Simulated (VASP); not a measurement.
A run of VASP 6.6.1:

Contents of INCAR:

```
ALGO = Normal ; EDIFF = 1E-6
ENCUT = 520 ; GGA = PS
GGA_COMPAT = False ; ISIF = 2
ISMEAR = -1 ; ISPIN = 2
ISYM = -1 ; LASPH = True
LCHARG = True ; LELF = True
LORBIT = 11 ; LREAL = Auto
LVHAR = True ; LWAVE = False
MAGMOM = 0 0 0 0.111 0 0 0 0 0 0 0 0 0 0.111 0 0 0 0 0 0 0 0 0.111 0 0.111 0 0 0 0 0 0 0 0 0 0 0 0 0 0 0.111 0 0.111 0 0 0 0 0 0 0 0 0.111 0 0 0 0 0 0 0 0 0 0.111 0 0 0 0.111 ; NBANDS = 174
NELM = 200 ; PREC = Accurate
SIGMA = 0.05
```

KPOINTS

```
explicit points
1
Reciprocal
  0.25000000   0.25000000   0.25000000 1
```

The input POSCAR:

```
Mg32O32F
1.0
    8.4288080000      0.0000000000      0.0000000000
    0.0000000000      8.4288080000      0.0000000000
    0.0000000000      0.0000000000      8.4288080000
O Mg F
32 32 1
Direct
    0.2483750000      0.9976550000      0.0009610000
    0.2480380000      0.9962990000      0.5018360000
    0.2493320000      0.4980320000      0.0029780000
    0.2369070000      0.5012610000      0.5129450000
    0.7490820000      0.0003100000      0.0008610000
    0.7489880000      0.9977040000      0.5015280000
    0.7581890000      0.4981890000      0.9916440000
    0.7467150000      0.4980750000      0.5005130000
    0.9979150000      0.2481010000      0.0009610000
    0.9965670000      0.2477720000      0.5018310000
    0.0005730000      0.7488320000      0.0008550000
    0.9979670000      0.7487290000      0.5015290000
    0.4982920000      0.2490590000      0.0029650000
    0.5015100000      0.2366250000      0.5129560000
    0.4984470000      0.7579410000      0.9916390000
    0.4983350000      0.7464670000      0.5005010000
    0.9981520000      0.9978920000      0.2513550000
    0.9985510000      0.9982870000      0.7513590000
    0.9980650000      0.4983360000      0.2512940000
    0.9979950000      0.4983070000      0.7518510000
    0.4986050000      0.9977940000      0.2512880000
    0.4985680000      0.9977340000      0.7518530000
    0.5537810000      0.5535090000      0.1948360000
    0.4985870000      0.4983210000      0.7519030000
    0.2373600000      0.2370890000      0.2479710000
    0.2480110000      0.2477390000      0.7533270000
    0.2495090000      0.7463850000      0.2516160000
    0.2483970000      0.7487000000      0.7519490000
    0.7466450000      0.2492260000      0.2516180000
    0.7489580000      0.2481240000      0.7519520000
    0.7581940000      0.7579390000      0.2517590000
    0.7490610000      0.7488060000      0.7493190000
    0.9984770000      0.9982170000      0.0005190000
    0.9985530000      0.9982900000      0.5021700000
    0.9993100000      0.4987090000      0.9975100000
    0.9970740000      0.4980380000      0.5053380000
    0.4989700000      0.9990530000      0.9975150000
    0.4983010000      0.9968040000      0.5053420000
    0.4985390000      0.4982710000      0.9852060000
    0.5008980000      0.5006470000      0.5195880000
    0.2464740000      0.2462150000      0.0028610000
    0.2497050000      0.2494260000      0.5002710000
    0.2504710000      0.7496930000      0.0000030000
    0.2465290000      0.7466450000      0.5032660000
    0.7499540000      0.2502000000      0.0000080000
    0.7469020000      0.2462650000      0.5032690000
    0.7480370000      0.7477740000      0.0019080000
    0.7500750000      0.7498100000      0.4994370000
    0.2444710000      0.9969950000      0.2515610000
    0.2476480000      0.9982140000      0.7513680000
    0.2312520000      0.5000790000      0.2492950000
    0.2442780000      0.4980290000      0.7527380000
    0.7525450000      0.9990150000      0.2509690000
    0.7494790000      0.9982330000      0.7514390000
    0.7640240000      0.4988440000      0.2509660000
    0.7525920000      0.4987090000      0.7506540000
    0.9972590000      0.2442110000      0.2515610000
    0.9984770000      0.2473810000      0.7513670000
    0.9992740000      0.7522870000      0.2509660000
    0.9984930000      0.7492190000      0.7514390000
    0.5003310000      0.2309750000      0.2492910000
    0.4982930000      0.2440120000      0.7527430000
    0.4991140000      0.7637560000      0.2509630000
    0.4989730000      0.7523320000      0.7506540000
    0.4258900000      0.4256140000      0.3257070000
```

Potentials or basis: VASP PAW PBE potentials, release 64 (O, Mg, F).

Launch:

```bash
$ cat potpaw_PBE.64/O/POTCAR potpaw_PBE.64/Mg/POTCAR potpaw_PBE.64/F/POTCAR > POTCAR
$ mpirun -np 1 vasp_std > vasp.out
```

Hardware: 1 thread of Intel Xeon 8259CL, on a shared host.

Q: Estimate the wall time of this run.

A: Wall time 18 min on 1 thread of Intel Xeon 8259CL (shared host), peak memory 0.84 GiB. Counts: scf iterations 16, k points 1.
